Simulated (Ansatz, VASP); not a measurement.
# Two plane-wave programs on Al

```
Al
1.0
     0.00000    1.99133    2.09090
     1.99133    0.00000    2.09090
     1.99133    1.99133    0.00000
Al
1
Direct
  0.00000 0.00000 0.00000
```

Alike in both runs: task single point; functional PBEsol; dispersion D3(BJ); k mesh 22 × 22 × 22; occupations gaussian, width 0.15 eV; no spin polarisation.

|  | VASP | Ansatz |
| --- | --- | --- |
| version | VASP 6.6.1 | Ansatz 0.2.0 |
| potentials or method | VASP PAW PBE potentials, release 64 (Al), cutoff 520 eV | scalar-relativistic, plane waves, PAW |
| valence electrons in the cell | 3 | 3 |

|  | VASP | Ansatz | Ansatz less VASP |
| --- | --- | --- | --- |
| gap on the k mesh at the Fermi level (eV) | none | none | - |
| pressure (GPa) | -4.8 | -4.9 | -0.05 |
| traceless stress, the component that is largest in VASP (GPa) | -1.78 | -1.77 | +0.011 |

VASP's potentials were made for PBE, not for PBEsol. A gap of «none» marks a metal or a gap that the smearing closes.
